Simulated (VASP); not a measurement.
Set up this calculation in VASP 6.6.1, as the native input.

- Task: single point
- Functional: PBEsol
- Potentials or basis: VASP PAW PBE potentials, release 64 (Mg, O)
- Cutoff: 520 eV
- k mesh: 10 × 10 × 10
- Occupations: fermi-dirac, width 0.02 eV
- Spin: no spin polarisation
- Dipole correction: no
- Further INCAR settings: ALGO = Normal; EDIFF = 1e-06; NBANDS = 11

The structure of MgO lies in POSCAR:

```
MgO
1.0
    0.0000000000      2.1070908975      2.1070908975
    2.1070908975      0.0000000000      2.1070908975
    2.1070908975      2.1070908975      0.0000000000
Mg O
1 1
Direct
    0.0000000000      0.0000000000      0.0000000000
    0.5000000000      0.5000000000      0.5000000000
```

One way to write it, as run:

INCAR

```
SYSTEM = MgO
ALGO = Normal
EDIFF = 1E-6
ENCUT = 520
GGA = PS
ISIF = 2
ISMEAR = -1
LASPH = .TRUE.
LCHARG = .FALSE.
LREAL = .FALSE.
LWAVE = .FALSE.
NBANDS = 11
NELM = 80
PREC = Accurate
SIGMA = 0.02
```

KPOINTS

```
k-points
0
G
  10 10 10
  0 0 0
```

Potentials or basis: VASP PAW PBE potentials, release 64 (Mg, O).

Run with:

```sh
$ cat potpaw_PBE.64/Mg/POTCAR potpaw_PBE.64/O/POTCAR > POTCAR
$ mpirun -np 1 vasp_std > vasp.out
```

It gave:

The pressure is -0.5 GPa. The band gap on the k mesh is 4.62 eV, direct.

Caveat: the PAW data sets were made with another functional, which shifts forces and pressure a little.

Wall time 8.7 s on 1 thread of AMD EPYC 9R45 (Zen 5) (shared host), peak memory 0.11 GiB.
